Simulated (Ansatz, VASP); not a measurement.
**Tl in VASP and in Ansatz**

File INCAR:

```
SYSTEM = Tl
PREC = Accurate
ENCUT = 520
EDIFF = 1E-6
ISMEAR = 0
SIGMA = 0.1
LREAL = .False.
LASPH = .True.
NELM = 60
ALGO = Fast
ISIF = 2
LWAVE = .False.
LCHARG = .False.
GGA = PE
NBANDS = 12
```

File KPOINTS:

```
regular mesh
0
Gamma
  15 15 15
  0 0 0
```

Contents of POSCAR:

```
Tl
1.0
   -1.9465318500      1.9077118500      1.9077118500
    1.9077118500     -1.9465318500      1.9077118500
    1.9077118500      1.9077118500     -1.9465318500
Tl
1
Direct
    0.0000000000      0.0000000000      0.0000000000
```

Input for Ansatz:

```yaml
crystal:
  lattice:
    - [-1.94653185, 1.90771185, 1.90771185]
    - [1.90771185, -1.94653185, 1.90771185]
    - [1.90771185, 1.90771185, -1.94653185]
  atoms:
    - { symbol: Tl, position: [0.0, 0.0, 0.0] }
basis:
  ecutwfc: 420
kpoints:
  mp_grid: { grid: [15, 15, 15] }
hamiltonian:
  xc: pbe
scf:
  occupations: { method: gaussian, width: 0.1 }
output:
  forces: true
  stress: true
  eigenvalues: true
```

Alike in both runs: task single point; functional PBE; k mesh 15 × 15 × 15; occupations gaussian, width 0.1 eV; no spin polarisation.

|  | VASP | Ansatz |
| --- | --- | --- |
| version | VASP 6.6.1 | Ansatz 0.2.0 |
| potentials or method | VASP PAW PBE potentials, release 64 (Tl_d), cutoff 520 eV | scalar-relativistic, plane waves, PAW |
| valence electrons in the cell | 13 | 13 |

|  | VASP | Ansatz | Ansatz less VASP |
| --- | --- | --- | --- |
| gap on the k mesh at the Fermi level (eV) | none | none | - |
| pressure (GPa) | 4.6 | 4.6 | +0.04 |
| traceless stress, the component that is largest in VASP (GPa) | 0.20 | 0.20 | +0.001 |

A gap of «none» marks a metal or a gap that the smearing closes.

Spin-orbit coupling is off throughout.
